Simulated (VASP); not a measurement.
**Sb: single point with PBEsol**

Crystal: Sb.

```xyz
1
Lattice="3.2371 0.0000 0.0000 0.0000 3.2371 0.0000 0.0000 0.0000 3.2371" Properties=species:S:1:pos:R:3 pbc="T T T"
Sb    0.0000    0.0000    0.0000
```

```json
{"Program": "VASP 6.6.1", "Task": "single point", "Functional": "PBEsol", "Potentials or basis": "VASP PAW PBE potentials, release 64 (Sb)", "Cutoff": "520 eV", "k mesh": "7 × 7 × 7", "Occupations": "fermi-dirac, width 0.05 eV", "Spin": "no spin polarisation", "Dipole correction": "no", "Further INCAR settings": "ALGO = Normal; EDIFF = 1e-07; NBANDS = 8"}
```

| Property | Result |
| --- | --- |
| Pressure | -7.2 GPa |

Levels at points of the mesh, in eV from the Fermi level:
```tsv
k point	band 1	band 2	band 3	band 4	band 5	band 6
(0.00, 0.00, 0.00)	-11.32	3.10	3.10	3.10	7.00	7.00
```

It took 2.3 s on 1 thread of Intel(R) Xeon(R) Platinum 8481C CPU @ 2.70GHz (Sapphire Rapids), with other jobs on the host, peak memory 0.13 GiB.

Caveat: the PAW data sets were made with another functional, which shifts forces and pressure a little; spin-orbit coupling is left out, which moves the levels of the heavy elements.
